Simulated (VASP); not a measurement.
# Al (Fm-3m) in VASP: notebook

Runs on Al. Level: PBE. Tasks: single point.

All numbers are computed with VASP 6.6.1; they aren't measurements. Logs are shortened: lines on timing, memory, paths and dates and some standing lists are left out, and cuts for length are marked.

## Step 1: The cell of the first run

Symmetry: Fm-3m, No. 225, cubic system. Conventional cell: a = 4.149 Å, b = 4.149 Å, c = 4.149 Å, α = 90.00°, β = 90.00°, γ = 90.00°. Within 3.9 Å of Al (site symmetry m-3m) lie 12 Al at 2.93 Å.

## Step 2: Single point, PBE (strain +0.025 along x and y, +0.025 along z)

Input file INCAR:

```
PREC = Accurate
ENCUT = 520
EDIFF = 1E-6
ISMEAR = 0
SIGMA = 0.15
LREAL = F
LASPH = T
NELM = 80
ALGO = Normal
ISIF = 2
LWAVE = F
LCHARG = F
GGA = PE
NBANDS = 8
```

Input file KPOINTS:

```
regular mesh
0
Gamma
  20 20 20
```

Input file POSCAR:

```
Al
1.0
    0.0000000000      2.0745795000      2.0745795000
    2.0745795000      0.0000000000      2.0745795000
    2.0745795000      2.0745795000      0.0000000000
Al
1
Direct
    0.0000000000      0.0000000000      0.0000000000
```

Potentials or basis: VASP PAW PBE potentials, release 64 (Al).

Started as:

```bash
$ cat potpaw_PBE.64/Al/POTCAR > POTCAR
$ mpirun -np 1 vasp_std > vasp.out
```

OUTCAR:

```text
PREC = Accurate
   ENCUT = 520
   EDIFF = 1E-6
   ISMEAR = 0
   LREAL = F
   LASPH = T
   NELM = 80
   ISIF = 2
   GGA = PE

 ion  position               nearest neighbor table
   1  0.000  0.000  0.000-

  LATTYP: Found a face centered cubic cell.
 ALAT       =     4.1491590000

  Lattice vectors:

 A1 = (   0.0000000000,   2.0745795000,   2.0745795000)
 A2 = (   2.0745795000,   0.0000000000,   2.0745795000)
 A3 = (   2.0745795000,   2.0745795000,   0.0000000000)

Analysis of symmetry for initial positions (statically):
=====================================================================
 Subroutine PRICEL returns:
 Original cell was already a primitive cell.

 Routine SETGRP: Setting up the symmetry group for a
 face centered cubic supercell.

 Subroutine GETGRP returns: Found 48 space group operations
 (whereof 48 operations were pure point group operations)
 out of a pool of 48 trial point group operations.

The static configuration has the point symmetry O_h .

Analysis of symmetry for dynamics (positions and initial velocities):
=====================================================================
 Subroutine PRICEL returns:
 Original cell was already a primitive cell.

 Routine SETGRP: Setting up the symmetry group for a
 face centered cubic supercell.

 Subroutine GETGRP returns: Found 48 space group operations
 (whereof 48 operations were pure point group operations)
 out of a pool of 48 trial point group operations.

The dynamic configuration has the point symmetry O_h .

 Subroutine INISYM returns: Found 48 space group operations
 (whereof 48 operations are pure point group operations),
 and found     1 'primitive' translations

----------------------------------------------------------------------------------------

                                     Primitive cell

  volume of cell :      17.8575

  direct lattice vectors                    reciprocal lattice vectors
     0.000000000  2.074579500  2.074579500    -0.241012697  0.241012697  0.241012697
     2.074579500  0.000000000  2.074579500     0.241012697 -0.241012697  0.241012697
     2.074579500  2.074579500  0.000000000     0.241012697  0.241012697 -0.241012697

  length of vectors
     2.933898465  2.933898465  2.933898465     0.417446236  0.417446236  0.417446236

  position of ions in fractional coordinates (direct lattice)
     0.000000000  0.000000000  0.000000000
[... 76 lines left out ...]
   EDIFF  = 0.1E-05   stopping-criterion for ELM
   LREAL  =      F    real-space projection
   EDIFFG = 0.1E-04   stopping-criterion for IOM
   NSW    =      0    number of steps for IOM
   IBRION =     -1    ionic relax: 0-MD 1-quasi-New 2-CG
   NFREE  =      0    steps in history (QN), initial steepest desc. (CG)
   ISIF   =      2    stress and relaxation
   ISYM   =      2    0-nonsym 1-usesym 2-fastsym
   POTIM  = 0.5000    time-step for ionic-motion
   TEBEG  =    0.0;   TEEND  =   0.0 temperature during run
   PSTRESS=    0.0 pullay stress
   NELECT =       3.0000    total number of electrons
   NUPDOWN=      -1.0000    fix difference up-down
   EMIN   =  10.00;   EMAX   =-10.00  energy-range for DOS
   EFERMI =   0.00;   METHOD = LEGACY
   ISMEAR =     0;   SIGMA  =   0.15  broadening in eV -4-tet -1-fermi 0-gaus
   EFERMI_NEDOS =   21; number of points for ismear=-14 and -15
   IALGO  =     38    algorithm
   IMIX   =      4    mixing-type and parameters
     AMIX     =   0.40;   BMIX     =  1.00
     AMIX_MAG =   1.60;   BMIX_MAG =  1.00
  volume/ion in A,a.u.               =      17.86       120.51
  Fermi-wavevector in a.u.,A,eV,Ry     =   0.903320  1.707028 11.102188  0.815988
  Thomas-Fermi vector in A             =   2.026632
   LORBIT       =      0    0 simple, 1 ext, 2 COOP (PROOUT), +10 PAW based schemes
   GGA     = PE    functional components
   LHFCALC =     F    Hartree Fock is set to
   AEXX    =    0.0000 exact exchange contribution
   IVDW    =     0    specifies the selected vdW correction
   LEPSILON=     F    determine dielectric tensor
   LRPA    =     F    only Hartree local field effects (RPA)
 non-spin polarized calculation
 Gauss-broadening in eV      SIGMA  =   0.15
  energy-cutoff  :      520.00
  volume of cell :       17.86
 maximum number of plane-waves:       531
 NGX is ok and might be reduce to    24
   NGX = 11   NGY = 11   NGZ = 11

 number of electron       3.0000000 magnetization

 Free energy of the ion-electron system (eV)
  ---------------------------------------------------
  ext. energy  EPLUGINS =         0.00000000
  ---------------------------------------------------
  free energy    TOTEN  =        -3.72423971 eV

  energy without entropy =       -3.71919291  energy(sigma->0) =       -3.72171631

 E-fermi :   7.2284     XC(G=0):  -9.9140

 val. band max:        7.2260687467   @ k =  -0.4000   0.4000   0.0000
 cond. band min:       7.2559107512   @ k =  -0.4500   0.4000   0.0500
 fundamental gap:      0.0298420045
 Fermi energy:         7.2283862827

 k-point     1 :       0.0000    0.0000    0.0000
  band No.  band energies     occupation
      1      -3.4001      2.00000
      2      19.3893      0.00000
      3      19.3893      0.00000
      4      19.3893      0.00000
      5      20.3042      0.00000
      6      20.3042      0.00000
      7      20.3042      0.00000
      8      23.1041      0.00000
[... 243 lines left out ...]
 k-point    24 :      -0.3500    0.0500    0.0000
  band No.  band energies     occupation
      1       0.0860      2.00000
      2       6.6753      2.00000
      3      16.0225      0.00000
      4      18.1946      0.00000
      5      18.7870      0.00000
      6      19.8243      0.00000
      7      21.3568      0.00000
      8      23.8888      0.00000

 [... further k-points ...]

------------------------ aborting loop because EDIFF is reached ----------------------------------------

  FORCE on cell =-STRESS in cart. coord.  units (eV):
  Direction    XX          YY          ZZ          XY          YZ          ZX
  --------------------------------------------------------------------------------------
  -------------------------------------------------------------------------------------
  Total       -0.5661960     -0.5661960     -0.5661960      0.0000000      0.0000000      0.0000000
  in kB      -50.7992340    -50.7992340    -50.7992340      0.0000000      0.0000000      0.0000000
  external PRESSURE =     -50.7992340 kB  Pullay stress =       0.0000000 kB

 VOLUME and BASIS-vectors are now :
 -----------------------------------------------------------------------------
  energy-cutoff  :      520.00
  volume of cell :       17.86
      direct lattice vectors                 reciprocal lattice vectors
     0.000000000  2.074579500  2.074579500    -0.241012697  0.241012697  0.241012697
     2.074579500  0.000000000  2.074579500     0.241012697 -0.241012697  0.241012697
     2.074579500  2.074579500  0.000000000     0.241012697  0.241012697 -0.241012697

 POSITION                                       TOTAL-FORCE (eV/Angst)
 -----------------------------------------------------------------------------------
      0.00000      0.00000      0.00000         0.000000      0.000000      0.000000
 -----------------------------------------------------------------------------------
    total drift:                               -0.000000      0.000000      0.000000

  FREE ENERGIE OF THE ION-ELECTRON SYSTEM (eV)
  ---------------------------------------------------
  free  energy   TOTEN  =        -3.7242397062 eV

  energy  without entropy=       -3.7191929109  energy(sigma->0) =       -3.72171631
```

OSZICAR:

```text
N       E                     dE             d eps       ncg     rms          rms(c)
DAV:   1    -0.244509907622E+01   -0.24451E+01   -0.86012E+02  4096   0.205E+02
DAV:   2    -0.373900595820E+01   -0.12939E+01   -0.12541E+01  5752   0.179E+01
DAV:   3    -0.374572163433E+01   -0.67157E-02   -0.67140E-02  5224   0.144E+00
DAV:   4    -0.374573736729E+01   -0.15733E-04   -0.15733E-04  6504   0.645E-02
DAV:   5    -0.374573740477E+01   -0.37481E-07   -0.37447E-07  5288   0.183E-03    0.118E+00
DAV:   6    -0.373327421205E+01    0.12463E-01   -0.20666E-03  5352   0.214E-01    0.685E-01
DAV:   7    -0.372424950889E+01    0.90247E-02   -0.61069E-03  5288   0.345E-01    0.135E-01
DAV:   8    -0.372424142870E+01    0.80802E-05   -0.15282E-05  5728   0.278E-02    0.766E-03
DAV:   9    -0.372424017673E+01    0.12520E-05   -0.97335E-07  5896   0.410E-03    0.810E-04
DAV:  10    -0.372423970624E+01    0.47049E-06   -0.48220E-09  3560   0.470E-04
   1 F= -.37242397E+01 E0= -.37217163E+01  d E =-.504680E-02
```

It took 32 s on 1 thread of Intel Xeon 8259CL, shared host; peak memory 0.15 GiB.

Results:

* Free energy: -3.7242 eV
* Pressure: -5.1 GPa
* Band gap on the k mesh: zero (an odd number of electrons rules out a gap without spin polarisation)

Caveat: the cell differs from its parent crystal (strain +0.025 along x and y, +0.025 along z); the cell stands under tension.

## Step 3: Single point, PBE (strain +0.050 along x and y, +0.050 along z)

Input file INCAR:

```
SYSTEM = Al
ALGO     = Fast           ! electronic algorithm
EDIFF    = 1E-6           ! SCF threshold, eV
ENCUT    = 520            ! plane-wave cutoff, eV
GGA      = PE             ! functional
ISIF     = 2              ! what is computed and relaxed
ISMEAR   = 0              ! smearing method
LASPH    = .TRUE.         ! aspherical terms in the spheres
LCHARG   = .FALSE.        ! write CHGCAR
LREAL    = .FALSE.        ! projectors in reciprocal space
LWAVE    = .FALSE.        ! write WAVECAR
NBANDS   = 8              ! bands
NELM     = 100            ! most SCF steps
PREC     = Accurate       ! precision mode
SIGMA    = 0.15           ! smearing width, eV
```

Input file KPOINTS:

```
k-points
0
G
  20 20 20
  0 0 0
```

Input file POSCAR:

```
Al
1.0
    0.0000000000      2.1251790000      2.1251790000
    2.1251790000      0.0000000000      2.1251790000
    2.1251790000      2.1251790000      0.0000000000
Al
1
Direct
    0.0000000000      0.0000000000      0.0000000000
```

Potentials or basis: VASP PAW PBE potentials, release 64 (Al).

Started as:

```bash
$ cat potpaw_PBE.64/Al/POTCAR > POTCAR
$ mpirun -np 1 vasp_std > vasp.out
```

Run time: 33 s. Hardware: 1 thread of Intel Xeon 8259CL, shared host; peak memory 0.15 GiB.

It converged, with:

* Free energy: -3.6680 eV
* Pressure: -8.2 GPa
* Band gap on the k mesh: zero (an odd number of electrons rules out a gap without spin polarisation)

Levels at points of the mesh, in eV from the Fermi level:
| k point | band 1 | band 2 | band 3 | band 4 | band 5 | band 6 |
| --- | --- | --- | --- | --- | --- | --- |
| (0.00, 0.00, 0.00) | -10.14 | 11.80 | 11.80 | 11.80 | 12.23 | 12.23 |
| (0.50, 0.00, 0.00) | -4.20 | -4.02 | 9.89 | 9.89 | 10.78 | 10.78 |
| (0.50, 0.50, 0.00) | -2.57 | -1.63 | 4.92 | 4.92 | 5.20 | 7.78 |

Caveat: the cell differs from its parent crystal (strain +0.050 along x and y, +0.050 along z); the cell stands under tension.
